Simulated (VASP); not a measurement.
# P (C2/m) in VASP: notebook, part 3 of 3

VASP 6.6.1. Earlier steps stand in the parts before.

## 4. Single point, PBEsol (shortest bond scaled by 0.76)

INCAR reads:

```
SYSTEM = P
ALGO     = Normal         ! electronic algorithm
EDIFF    = 1E-7           ! SCF threshold, eV
ENCUT    = 520            ! plane-wave cutoff, eV
GGA      = PS             ! functional
ISIF     = 2              ! what is computed and relaxed
ISMEAR   = -1             ! smearing method
LASPH    = .TRUE.         ! aspherical terms in the spheres
LCHARG   = .TRUE.         ! write CHGCAR
LELF     = .TRUE.         ! ELF
LREAL    = .FALSE.        ! projectors in reciprocal space
LVHAR    = .TRUE.       
LWAVE    = .FALSE.        ! write WAVECAR
NBANDS   = 12             ! bands
NELM     = 80             ! most SCF steps
PREC     = Accurate       ! precision mode
SIGMA    = 0.05           ! smearing width, eV
```

KPOINTS reads:

```
k-points
0
G
  11 11 11
  0 0 0
```

POSCAR reads:

```
P
1.0
    1.7257251780      0.9963478961      3.1296800121
   -1.7257251780      0.9963478961      3.1296800121
    0.0000000000     -1.9926957921      3.1296800121
P
2
Direct
    0.1725809900      0.1725809900      0.2925809900
    0.8274190100      0.8274190100      0.7074190100
```

The run is started by

```console
$ cat potpaw_PBE.64/P/POTCAR > POTCAR
$ mpirun -np 1 vasp_std > vasp.out
```

It took 100 s on 1 thread of AMD EPYC 7R43 (Zen 3), shared host; peak memory 0.19 GiB.

It converged, with:

```
Free energy            : -9.2653 eV
Pressure               : 35.1 GPa
Largest force          : 12.361 eV/Å
Band gap on the k mesh : zero (bands 5 and 6 overlap by 2.35 eV)
```

Forces on the atoms (eV/Å):
```
P     0.000  10.435   6.627
P     0.000 -10.435  -6.627
```

Stress tensor (GPa, compression positive):
```
 0.74  0.00  0.00
 0.00 78.71 42.80
 0.00 42.80 25.94
```

Levels at points of the mesh, in eV from the Fermi level:
| k point | band 3 | band 4 | band 5 | band 6 | band 7 | band 8 |
| --- | --- | --- | --- | --- | --- | --- |
| (0.00, 0.00, 0.00) | -2.56 | -0.84 | -0.51 | 0.09 | 0.13 | 5.80 |

Caveat: the cell differs from its parent crystal (shortest bond scaled by 0.76); the stress differs along the axes, from 1 to 79 GPa; the PAW data sets were made with another functional, which shifts forces and pressure a little.

## 5. Single point, PBEsol (shortest bond scaled by 0.76)

INCAR reads:

```
PREC     = Accurate       # precision mode
ENCUT    = 520            # plane-wave cutoff, eV
EDIFF    = 1E-6           # SCF threshold, eV
ISMEAR   = -1             # smearing method
SIGMA    = 0.05           # smearing width, eV
LREAL    = False          # projectors in reciprocal space
LASPH    = True           # aspherical terms in the spheres
NELM     = 100            # most SCF steps
ALGO     = Normal         # electronic algorithm
ISIF     = 2              # what is computed and relaxed
LWAVE    = False          # write WAVECAR
LCHARG   = False          # write CHGCAR
GGA      = PS             # functional
NBANDS   = 12             # bands
```

KPOINTS reads:

```
Automatic mesh
0
Gamma
  11 11 11
```

POSCAR is that of step 4.

Potentials or basis: VASP PAW PBE potentials, release 64 (P).

The run is started by

```console
$ cat potpaw_PBE.64/P/POTCAR > POTCAR
$ mpirun -np 1 vasp_std > vasp.out
```

OUTCAR:

```text
PREC = Accurate
   ENCUT = 520
   EDIFF = 1E-6
   ISMEAR = -1
   LREAL = False
   LASPH = True
   NELM = 100
   ISIF = 2
   GGA = PS

 ion  position               nearest neighbor table
   1  0.173  0.173  0.293-   2 1.74   2 2.43   2 2.43   2 2.90   2 2.90
   2  0.827  0.827  0.707-   1 1.74   1 2.43   1 2.43   1 2.90   1 2.90

  LATTYP: Found a trigonal (rhomboedric) cell.
 ALAT       =     3.7102201415
 COS(alpha) =     0.5673129383

  Lattice vectors:

 A1 = (   1.7257251780,   0.9963478961,   3.1296800121)
 A2 = (  -1.7257251780,   0.9963478961,   3.1296800121)
 A3 = (   0.0000000000,  -1.9926957921,   3.1296800121)

Analysis of symmetry for initial positions (statically):
=====================================================================
 Subroutine PRICEL returns:
 Original cell was already a primitive cell.

 Routine SETGRP: Setting up the symmetry group for a
 trigonal (rhombohedral) supercell.

 Subroutine GETGRP returns: Found  4 space group operations
 (whereof  4 operations were pure point group operations)
[... 175 lines left out ...]
      2       3.3304      2.00000
      3       5.1826      2.00000
      4       6.8958      2.00000
      5       7.2277      1.99993
      6       7.8243      0.30258
      7       7.8696      0.13426
      8      13.5386      0.00000
      9      14.9498      0.00000
     10      15.9640      0.00000
     11      16.7835      0.00000
     12      17.2649      0.00000
[... 331 lines left out ...]
 k-point    24 :      -0.4545    0.0000   -0.0909
  band No.  band energies     occupation
      1      -6.4361      2.00000
      2      -1.5525      2.00000
      3       3.0631      2.00000
      4       4.6530      2.00000
      5       6.7935      2.00000
      6       8.9830      0.00000
      7      10.3715      0.00000
      8      12.4658      0.00000
      9      15.1126      0.00000
     10      17.0537      0.00000
     11      19.3421      0.00000
     12      20.6933      0.00000

 [... further k-points ...]

------------------------ aborting loop because EDIFF is reached ----------------------------------------

  FORCE on cell =-STRESS in cart. coord.  units (eV):
  Direction    XX          YY          ZZ          XY          YZ          ZX
  --------------------------------------------------------------------------------------
  -------------------------------------------------------------------------------------
  Total        0.1513594     15.8608174      5.2285280      0.0000000      8.6243588      0.0000000
  in kB        7.5108016    787.0499918    259.4515009      0.0000000    427.9603818      0.0000000
  external PRESSURE =     351.3374314 kB  Pullay stress =       0.0000000 kB

 VOLUME and BASIS-vectors are now :
 -----------------------------------------------------------------------------
  energy-cutoff  :      520.00
  volume of cell :       32.29
      direct lattice vectors                 reciprocal lattice vectors
     1.725725178  0.996347896  3.129680012     0.289733271  0.167277582  0.106507161
    -1.725725178  0.996347896  3.129680012    -0.289733271  0.167277582  0.106507161
     0.000000000 -1.992695792  3.129680012     0.000000000 -0.334555164  0.106507161

 POSITION                                       TOTAL-FORCE (eV/Angst)
 -----------------------------------------------------------------------------------
      0.00000     -0.23912      1.99593         0.000000     10.433727      6.626493
      0.00000      0.23912      7.39311         0.000000    -10.433727     -6.626493
 -----------------------------------------------------------------------------------
    total drift:                                0.000000     -0.000000      0.000000

  FREE ENERGIE OF THE ION-ELECTRON SYSTEM (eV)
  ---------------------------------------------------
  free  energy   TOTEN  =        -9.2652957908 eV

  energy  without entropy=       -9.2588545781  energy(sigma->0) =       -9.26207518
```

Run time: 89 s. Hardware: 1 thread of AMD EPYC 7R43 (Zen 3), shared host; peak memory 0.19 GiB.

Results:

- Free energy: -9.2653 eV
- Pressure: 35.1 GPa
- Largest force: 12.360 eV/Å
- Band gap on the k mesh: zero (bands 5 and 6 overlap by 2.35 eV)

Forces on the atoms (eV/Å):
```
P     0.000  10.434   6.626
P     0.000 -10.434  -6.626
```

Caveat: the cell differs from its parent crystal (shortest bond scaled by 0.76); the stress differs along the axes, from 1 to 79 GPa; the PAW data sets were made with another functional, which shifts forces and pressure a little.

## 6. Single point, PBEsol (shortest bond scaled by 0.58)

INCAR reads:

```
PREC = Accurate
ENCUT = 520
EDIFF = 1E-6
ISMEAR = -1
SIGMA = 0.05
LREAL = False
LASPH = True
NELM = 60
ALGO = Normal
ISIF = 2
LWAVE = False
LCHARG = False
GGA = PS
NBANDS = 12
```

KPOINTS is that of step 5.

POSCAR reads:

```
P
1.0
    1.7257251780      0.9963478961      3.1296800121
   -1.7257251780      0.9963478961      3.1296800121
    0.0000000000     -1.9926957921      3.1296800121
P
2
Direct
    0.1317065450      0.1317065450      0.3417065450
    0.8682934550      0.8682934550      0.6582934550
```

Potentials or basis: VASP PAW PBE potentials, release 64 (P).

The run is started by

```console
$ cat potpaw_PBE.64/P/POTCAR > POTCAR
$ mpirun -np 1 vasp_std > vasp.out
```

Wall time 1.7 min (1 thread of AMD EPYC 7R43 (Zen 3), shared host); peak memory 0.19 GiB.

It converged, with:

- Free energy: 6.1134 eV
- Pressure: 191.1 GPa
- Largest force: 82.977 eV/Å
- Band gap on the k mesh: zero (bands 5 and 6 overlap by 1.94 eV)

Forces on the atoms (eV/Å):
```
P     0.000  71.889  41.439
P     0.000 -71.889 -41.439
```

Stress tensor (GPa, compression positive):
```
  6.94   0.00   0.00
  0.00 429.00 235.65
  0.00 235.65 137.49
```

Levels at points of the mesh, in eV from the Fermi level:
```csv
k point,band 1,band 2,band 3,band 4,band 5,band 6,band 7,band 8,band 9,band 10
"(0.00, 0.00, 0.00)",-16.28,-3.88,-3.41,-2.55,-1.11,0.80,1.40,7.55,7.78,8.24
```

Caveat: the cell differs from its parent crystal (shortest bond scaled by 0.58); atoms lie so close that the PAW spheres overlap strongly, which falsifies energies and pressures; the stress differs along the axes, from 7 to 429 GPa; the PAW data sets were made with another functional, which shifts forces and pressure a little.

## 7. Summary

```csv
cell,gap on the mesh (eV),pressure (GPa),largest force (eV/Å)
"as given, shortest bond scaled by 0.82",none,16.8,6.48
"as given, shortest bond scaled by 0.76",none,35.1,12.36
"as given, shortest bond scaled by 0.58",none,191.1,82.98
```

Some of these runs hold the atoms at other places in the same cell, which the table doesn't show; runs alike in all that it shows share one row.

Alike in all rows: task single point; level PBEsol; potentials or basis VASP PAW PBE potentials, release 64 (P); no spin polarisation; k mesh 11 × 11 × 11; cutoff (eV) 520; smearing fermi-dirac 0.05 eV.

Caveats: the PAW data sets were made with another functional, which shifts forces and pressure a little; the stress differs along the axes, from -1 to 38 GPa (at least some runs); the stress differs along the axes, from 1 to 79 GPa (at least some runs); atoms lie so close that the PAW spheres overlap strongly, which falsifies energies and pressures (at least some runs); the stress differs along the axes, from 7 to 429 GPa (at least some runs).

Total energies depend on the potentials used, so only differences within one code and one set of settings carry meaning.
